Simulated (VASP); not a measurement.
Write the native input for VASP 6.6.1 that does the following.

- Task: relaxation of cell and atoms
- Functional: PBE
- Potentials or basis: VASP PAW PBE potentials, release 64 (Zn, Sn_d, N)
- Cutoff: 600 eV
- k mesh: 6 × 6 × 6
- Occupations: gaussian, width 0.1 eV
- Spin: no spin polarisation
- Dipole correction: no
- Further INCAR settings: ALGO = Normal; EDIFF = 1e-06; IBRION = 2; EDIFFG = -0.04; NSW = 90; ISIF = 3

The structure of ZnSn2N3 lies in POSCAR:

```
ZnSn2N3
1.0
    2.6842970800      1.5497796400      4.2480560700
   -2.6842970800      1.5497796400      4.2480560700
    0.0000000000     -3.0995592800      4.2480560700
Zn Sn N
1 2 3
Direct
    0.0000000000      0.0000000000      0.0000000000
    0.6237660100      0.6237660100      0.6237660100
    0.3762339900      0.3762339900      0.3762339900
    0.0000000000      0.5000000000      0.0000000000
    0.5000000000      0.0000000000      0.0000000000
    0.0000000000      0.0000000000      0.5000000000
```

The input as run:

INCAR

```
PREC = Accurate ; ENCUT = 600
EDIFF = 1E-6 ; ISMEAR = 0
SIGMA = 0.1 ; LREAL = F
LASPH = T ; NELM = 100
ALGO = Normal ; ISIF = 3
LWAVE = F ; LCHARG = F
GGA = PE ; IBRION = 2
NSW = 90 ; EDIFFG = -0.04
```

KPOINTS

```
Automatic mesh
0
Gamma
  6 6 6
```

Potentials or basis: VASP PAW PBE potentials, release 64 (Zn, Sn_d, N).

The run is started by

```bash
$ cat potpaw_PBE.64/Zn/POTCAR potpaw_PBE.64/Sn_d/POTCAR potpaw_PBE.64/N/POTCAR > POTCAR
$ mpirun -np 1 vasp_std > vasp.out
```

Results of the run:

```yaml
Relaxed_volume: 14.01 Å³/atom
Relaxed_cell: a = 4.397 Å, b = 4.397 Å, c = 4.397 Å, α = 85.00°, β = 85.00°, γ = 85.00°
Space_group_after_relaxing_to_0.05_Å: R-3m (No. 166)
Energy_gained_by_relaxing: 1024.0 meV/atom
Ionic_steps: 42
Pressure_after_relaxing: 0.2 GPa
Largest_force_after_relaxing: 0.010 eV/Å
```

Caveat: the volume moved by over 15 % at a fixed basis, so the end points are rough.

Wall time 46 min on 1 thread of Intel(R) Xeon(R) Platinum 8488C (Sapphire Rapids), with other jobs on the host, peak memory 0.38 GiB.
